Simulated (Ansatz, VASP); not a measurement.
## SiC: VASP beside Ansatz

```
Si C
1.0
     4.01114    0.00000    0.00000
    -2.00557    3.47375    0.00000
     0.00000    0.00000    3.96916
Si C
2 2
Direct
  0.33333 0.66667 0.50000
  0.66667 0.33333 0.50000
  0.33333 0.66667 0.00000
  0.66667 0.33333 0.00000
```

Alike in both runs: functional PBE; k mesh 12 × 12 × 12; occupations gaussian, width 0.1 eV; no spin polarisation.

Ansatz relaxed the structure, and its values are those at the end. VASP's run is a single point on that final structure, the one shown.

```csv
,VASP,Ansatz
version,VASP 6.6.1,Ansatz 0.2.0
potentials or method,"VASP PAW PBE potentials, release 64 (Si, C), cutoff 520 eV","scalar-relativistic, plane waves, PAW"
valence electrons in the cell,16,16
```

|  | VASP | Ansatz | Ansatz less VASP |
| --- | --- | --- | --- |
| gap on the k mesh at the Fermi level (eV) | none | none | - |
| pressure (GPa) | 0.0 | 0.0 | +0.05 |

A gap of «none» marks a metal or a gap that the smearing closes.
